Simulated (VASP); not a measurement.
Wanted: the native input for a VASP 6.6.1 run.

| Quantity | Value |
| --- | --- |
| Task | relaxation of shape and atoms at fixed volume |
| Functional | PBEsol |
| Potentials or basis | VASP PAW PBE potentials, release 64 (Mg) |
| Cutoff | 600 eV |
| k mesh | 18 × 18 × 8 |
| Occupations | gaussian, width 0.1 eV |
| Spin | no spin polarisation |
| Dipole correction | no |
| Further INCAR settings | ALGO = Normal; EDIFF = 1e-06; IBRION = 2; EDIFFG = -0.01; NSW = 50; ISIF = 4 |

The structure of Mg lies in POSCAR:

```
Mg
1.0
    3.0885522383      0.0000000000      0.0000000000
   -1.5442761191      2.6747646993      0.0000000000
    0.0000000000      0.0000000000      4.9553386486
Mg
2
Direct
    0.3333333333      0.6666666667      0.2500000000
    0.6666666667      0.3333333333      0.7500000000
```

The input as run:

INCAR

```
SYSTEM = Mg
  PREC = Accurate
  ENCUT = 600
  EDIFF = 1E-6
  ISMEAR = 0
  SIGMA = 0.1
  LREAL = .FALSE.
  LASPH = .TRUE.
  NELM = 80
  ALGO = Normal
  ISIF = 4
  LWAVE = .FALSE.
  LCHARG = .FALSE.
  GGA = PS
  IBRION = 2
  NSW = 50
  EDIFFG = -0.01
```

KPOINTS

```
Automatic mesh
0
G
  18 18 8
  0 0 0
```

Potentials or basis: VASP PAW PBE potentials, release 64 (Mg).

The run is started by

```bash
$ cat potpaw_PBE.64/Mg/POTCAR > POTCAR
$ mpirun -np 1 vasp_std > vasp.out
```

It gave:

```
Pressure after relaxing : 4.3 GPa
Band gap on the k mesh  : zero (bands 2 and 3 overlap by 2.13 eV)
```

Caveat: the PAW data sets were made with another functional, which shifts forces and pressure a little.

It took 38 s on 1 thread of AMD EPYC 7R13 Processor (Zen 3) (shared host), peak memory 0.19 GiB.
